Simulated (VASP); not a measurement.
# BN (F-43m) in VASP: further runs

BN is run at these levels: PBE, r2SCAN; tasks: single point.

Program: VASP 6.6.1. These are calculated values, not measurements. Logs are shortened: lines on timing, memory, paths and dates and some standing lists are left out, and cuts for length are marked.

## Step 1: The cell of the first run

The structure is cubic, space group F-43m (No. 216). Conventional cell: a = 3.646 Å, b = 3.646 Å, c = 3.646 Å, α = 90.00°, β = 90.00°, γ = 90.00°. Within 2.1 Å of B (site symmetry -43m) lie 4 N at 1.58 Å. Within 2.1 Å of N (site symmetry -43m) lie 4 B at 1.58 Å.

## Step 2: Single point, PBE (strain +1.0%)

Contents of INCAR:

```
  ALGO = Normal
  EDIFF = 1E-6
  ENCUT = 520
  GGA = PE
  ISIF = 2
  ISMEAR = -1
  LASPH = T
  LCHARG = F
  LREAL = F
  LWAVE = F
  NBANDS = 11
  NELM = 100
  PREC = Accurate
  SIGMA = 0.02
```

Contents of KPOINTS:

```
k-points
0
Gamma
  12 12 12
```

Contents of POSCAR:

```
BN
1.0
    0.0000000000      1.8228737197      1.8228737197
    1.8228737197      0.0000000000      1.8228737197
    1.8228737197      1.8228737197      0.0000000000
B N
1 1
Direct
    0.0000000000      0.0000000000      0.0000000000
    0.2500000000      0.2500000000      0.2500000000
```

Potentials or basis: VASP PAW PBE potentials, release 64 (B, N).

Run with:

```sh
cat potpaw_PBE.64/B/POTCAR potpaw_PBE.64/N/POTCAR > POTCAR
mpirun -np 1 vasp_std > vasp.out
```

OUTCAR:

```text
EDIFF = 1E-6
   ENCUT = 520
   GGA = PE
   ISIF = 2
   ISMEAR = -1
   LASPH = T
   LREAL = F
   NELM = 100
   PREC = Accurate

 ion  position               nearest neighbor table
   1  0.000  0.000  0.000-   2 1.58   2 1.58   2 1.58   2 1.58
   2  0.250  0.250  0.250-   1 1.58   1 1.58   1 1.58   1 1.58

  LATTYP: Found a face centered cubic cell.
 ALAT       =     3.6457474394

  Lattice vectors:

 A1 = (   0.0000000000,   1.8228737197,   1.8228737197)
 A2 = (   1.8228737197,   0.0000000000,   1.8228737197)
 A3 = (   1.8228737197,   1.8228737197,   0.0000000000)

Analysis of symmetry for initial positions (statically):
=====================================================================
 Subroutine PRICEL returns:
 Original cell was already a primitive cell.

 Routine SETGRP: Setting up the symmetry group for a
 face centered cubic supercell.

 Subroutine GETGRP returns: Found 24 space group operations
 (whereof 24 operations were pure point group operations)
 out of a pool of 48 trial point group operations.

The static configuration has the point symmetry T_d .

Analysis of symmetry for dynamics (positions and initial velocities):
=====================================================================
 Subroutine PRICEL returns:
 Original cell was already a primitive cell.

 Routine SETGRP: Setting up the symmetry group for a
 face centered cubic supercell.

 Subroutine GETGRP returns: Found 24 space group operations
 (whereof 24 operations were pure point group operations)
 out of a pool of 48 trial point group operations.

The dynamic configuration has the point symmetry T_d .

 Subroutine INISYM returns: Found 24 space group operations
 (whereof 24 operations are pure point group operations),
 and found     1 'primitive' translations

----------------------------------------------------------------------------------------

                                     Primitive cell

  volume of cell :      12.1143

  direct lattice vectors                    reciprocal lattice vectors
     0.000000000  1.822873720  1.822873720    -0.274292176  0.274292176  0.274292176
     1.822873720  0.000000000  1.822873720     0.274292176 -0.274292176  0.274292176
     1.822873720  1.822873720  0.000000000     0.274292176  0.274292176 -0.274292176

  length of vectors
     2.577932737  2.577932737  2.577932737     0.475087986  0.475087986  0.475087986

  position of ions in fractional coordinates (direct lattice)
     0.000000000  0.000000000  0.000000000
     0.250000000  0.250000000  0.250000000

  ion indices of the primitive-cell ions
   primitive index   ion index
                 1           1
                 2           2

----------------------------------------------------------------------------------------

 KPOINTS: k-points

Automatic generation of k-mesh.
 Grid dimensions read from file:
 generate k-points for:   12   12   12

 Generating k-lattice:

  Cartesian coordinates                     Fractional coordinates (reciprocal lattice)
    -0.022857681  0.022857681  0.022857681     0.083333333  0.000000000  0.000000000
     0.022857681 -0.022857681  0.022857681     0.000000000  0.083333333  0.000000000
     0.022857681  0.022857681 -0.022857681     0.000000000  0.000000000  0.083333333

  Length of vectors
     0.039590665  0.039590665  0.039590665

  Shift w.r.t. Gamma in fractional coordinates (k-lattice)
     0.000000000  0.000000000  0.000000000

 Subroutine IBZKPT returns following result:
 ===========================================

 Found     72 irreducible k-points:

 Following reciprocal coordinates:
            Coordinates               Weight
  0.000000  0.000000  0.000000      1.000000
  0.083333  0.000000  0.000000      8.000000
  0.166667  0.000000  0.000000      8.000000
  0.250000  0.000000  0.000000      8.000000
  0.333333  0.000000  0.000000      8.000000
  0.416667  0.000000  0.000000      8.000000
[... 16 lines left out ...]
  0.500000  0.166667  0.000000     24.000000
 -0.416667  0.166667  0.000000     24.000000
 [... further k-points ...]
   k-points           NKPTS =     72   k-points in BZ     NKDIM =     72   number of bands    NBANDS=     11
   number of dos      NEDOS =    301   number of ions     NIONS =      2
   total plane-waves  NPLWV =   8000
   dimension x,y,z NGX =    20 NGY =   20 NGZ =   20
   dimension x,y,z NGXF=    40 NGYF=   40 NGZF=   40
   ions per type =               1   1
   NGX,Y,Z   is equivalent  to a cutoff of  12.90, 12.90, 12.90 a.u.
   NGXF,Y,Z  is equivalent  to a cutoff of  25.80, 25.80, 25.80 a.u.
 SYSTEM =  unknown system
   PREC   = accura    normal or accurate (medium, high low for compatibility)
   ISTART =      0    job   : 0-new  1-cont  2-samecut
   ICHARG =      2    charge: 1-file 2-atom 10-const
   ISPIN  =      1    spin polarized calculation?
   LNONCOLLINEAR =      F non collinear calculations
   LSORBIT =      F    spin-orbit coupling
   LASPH  =      T    aspherical Exc in radial PAW
   ENCUT  =  520.0 eV  38.22 Ry    6.18 a.u.   4.79  4.79  4.79*2*pi/ulx,y,z
   NELM   =    100;   NELMIN=  2; NELMDL= -5     # of ELM steps
   EDIFF  = 0.1E-05   stopping-criterion for ELM
   LREAL  =      F    real-space projection
   EDIFFG = 0.1E-04   stopping-criterion for IOM
   NSW    =      0    number of steps for IOM
   IBRION =     -1    ionic relax: 0-MD 1-quasi-New 2-CG
   NFREE  =      0    steps in history (QN), initial steepest desc. (CG)
   ISIF   =      2    stress and relaxation
   ISYM   =      2    0-nonsym 1-usesym 2-fastsym
   POTIM  = 0.5000    time-step for ionic-motion
   TEBEG  =    0.0;   TEEND  =   0.0 temperature during run
   PSTRESS=    0.0 pullay stress
   NELECT =       8.0000    total number of electrons
   NUPDOWN=      -1.0000    fix difference up-down
   EMIN   =  10.00;   EMAX   =-10.00  energy-range for DOS
   EFERMI =   0.00;   METHOD = LEGACY
   ISMEAR =    -1;   SIGMA  =   0.02  broadening in eV -4-tet -1-fermi 0-gaus
   EFERMI_NEDOS =   21; number of points for ismear=-14 and -15
   IALGO  =     38    algorithm
   IMIX   =      4    mixing-type and parameters
     AMIX     =   0.40;   BMIX     =  1.00
     AMIX_MAG =   1.60;   BMIX_MAG =  1.00
  volume/ion in A,a.u.               =       6.06        40.88
  Fermi-wavevector in a.u.,A,eV,Ry     =   1.425624  2.694038 27.652521  2.032403
  Thomas-Fermi vector in A             =   2.545988
   LORBIT       =      0    0 simple, 1 ext, 2 COOP (PROOUT), +10 PAW based schemes
   GGA     = PE    functional components
   LHFCALC =     F    Hartree Fock is set to
   AEXX    =    0.0000 exact exchange contribution
   IVDW    =     0    specifies the selected vdW correction
   LEPSILON=     F    determine dielectric tensor
   LRPA    =     F    only Hartree local field effects (RPA)
 non-spin polarized calculation
  energy-cutoff  :      520.00
  volume of cell :       12.11
 maximum number of plane-waves:       335
   NGX =  9   NGY =  9   NGZ =  9

 number of electron       8.0000000 magnetization

 Free energy of the ion-electron system (eV)
  ---------------------------------------------------
  ext. energy  EPLUGINS =         0.00000000
  ---------------------------------------------------
  free energy    TOTEN  =       -17.44751231 eV

  energy without entropy =      -17.44751231  energy(sigma->0) =      -17.44751231

 E-fermi :   7.5718     XC(G=0): -12.6970

 val. band max:        7.0932235605   @ k =   0.0000   0.0000   0.0000
 cond. band min:      11.5252091424   @ k =   0.5000   0.5000   0.0000
 fundamental gap:      4.4319855820
 Fermi energy:         7.5717569394

 k-point     1 :       0.0000    0.0000    0.0000
  band No.  band energies     occupation
      1     -12.8514      2.00000
      2       7.0932      2.00000
      3       7.0932      2.00000
      4       7.0932      2.00000
      5      15.7922      0.00000
      6      15.7922      0.00000
      7      15.7922      0.00000
      8      17.0323      0.00000
      9      31.3712      0.00000
     10      34.5539      0.00000
     11      34.5539      0.00000

 k-point     2 :       0.0833    0.0000    0.0000
  band No.  band energies     occupation
      1     -12.6858      2.00000
      2       6.1957      2.00000
      3       6.9175      2.00000
      4       6.9175      2.00000
      5      15.9619      0.00000
      6      16.0586      0.00000
      7      16.0586      0.00000
      8      17.6198      0.00000
      9      31.2207      0.00000
     10      32.3883      0.00000
     11      32.3883      0.00000

 k-point     3 :       0.1667    0.0000    0.0000
  band No.  band energies     occupation
      1     -12.1955      2.00000
      2       4.1332      2.00000
      3       6.4895      2.00000
      4       6.4895      2.00000
      5      16.2163      0.00000
      6      16.6795      0.00000
      7      16.6795      0.00000
      8      18.9765      0.00000
      9      30.7517      0.00000
     10      30.8609      0.00000
     11      30.8609      0.00000

 k-point     4 :       0.2500    0.0000    0.0000
  band No.  band energies     occupation
      1     -11.4048      2.00000
      2       1.7142      2.00000
      3       5.9943      2.00000
      4       5.9943      2.00000
      5      16.4736      0.00000
      6      17.2774      0.00000
      7      17.2774      0.00000
      8      20.3309      0.00000
      9      30.2233      0.00000
     10      30.4546      0.00000
     11      30.4546      0.00000
[... 239 lines left out ...]
 k-point    22 :       0.4167    0.1667    0.0000
  band No.  band energies     occupation
      1      -9.5058      2.00000
      2      -0.9235      2.00000
      3       4.0186      2.00000
      4       4.2150      2.00000
      5      15.4720      0.00000
      6      19.2102      0.00000
      7      19.7609      0.00000
      8      20.6003      0.00000
      9      27.1790      0.00000
     10      32.8411      0.00000
     11      35.1250      0.00000

 k-point    23 :       0.5000    0.1667    0.0000
  band No.  band energies     occupation
      1      -8.5754      2.00000
      2      -2.4305      2.00000
      3       3.4463      2.00000
      4       4.2849      2.00000
      5      15.8290      0.00000
      6      19.1345      0.00000
      7      19.5303      0.00000
      8      21.8655      0.00000
      9      27.5518      0.00000
     10      33.0027      0.00000
     11      34.3303      0.00000

 k-point    24 :      -0.4167    0.1667    0.0000
  band No.  band energies     occupation
      1      -8.3995      2.00000
      2      -2.6881      2.00000
      3       3.0545      2.00000
      4       4.5913      2.00000
      5      16.2753      0.00000
      6      18.9860      0.00000
      7      19.1453      0.00000
      8      22.4547      0.00000
      9      27.8365      0.00000
     10      32.1319      0.00000
     11      33.2686      0.00000

 [... further k-points ...]

------------------------ aborting loop because EDIFF is reached ----------------------------------------

  FORCE on cell =-STRESS in cart. coord.  units (eV):
  Direction    XX          YY          ZZ          XY          YZ          ZX
  --------------------------------------------------------------------------------------
  -------------------------------------------------------------------------------------
  Total       -0.4582489     -0.4582489     -0.4582489     -0.0000000      0.0000000     -0.0000000
  in kB      -60.6055378    -60.6055378    -60.6055378     -0.0000000      0.0000000     -0.0000000
  external PRESSURE =     -60.6055378 kB  Pullay stress =       0.0000000 kB

 VOLUME and BASIS-vectors are now :
 -----------------------------------------------------------------------------
  energy-cutoff  :      520.00
  volume of cell :       12.11
      direct lattice vectors                 reciprocal lattice vectors
     0.000000000  1.822873720  1.822873720    -0.274292176  0.274292176  0.274292176
     1.822873720  0.000000000  1.822873720     0.274292176 -0.274292176  0.274292176
     1.822873720  1.822873720  0.000000000     0.274292176  0.274292176 -0.274292176

 POSITION                                       TOTAL-FORCE (eV/Angst)
 -----------------------------------------------------------------------------------
      0.00000      0.00000      0.00000        -0.000000      0.000000     -0.000000
      0.91144      0.91144      0.91144         0.000000     -0.000000      0.000000
 -----------------------------------------------------------------------------------
    total drift:                                0.000000      0.000000      0.000000

  FREE ENERGIE OF THE ION-ELECTRON SYSTEM (eV)
  ---------------------------------------------------
  free  energy   TOTEN  =       -17.4475123114 eV

  energy  without entropy=      -17.4475123114  energy(sigma->0) =      -17.44751231
```

Wall time 11 s (1 thread of AMD EPYC 7R13 (Zen 3), shared host); peak memory 0.09 GiB.

Results:

- Free energy: -17.4475 eV
- Pressure: -6.1 GPa
- Band gap on the k mesh: 4.43 eV, indirect (least direct gap 8.70 eV)

Levels at points of the mesh, in eV from the valence-band top:
```
           k point  band 2  band 3  band 4  band 5  band 6  band 7
(0.00, 0.00, 0.00)    0.00    0.00    0.00    8.70    8.70    8.70
(0.50, 0.00, 0.00)  -10.46   -1.89   -1.89    9.82   10.57   10.57
(0.50, 0.50, 0.00)   -8.75   -4.78   -4.78    4.43    9.09   17.53
```

Caveat: the cell differs from its parent crystal (strain +1.0%). A k mesh can miss the band edges.

[end of part 1 of 2]
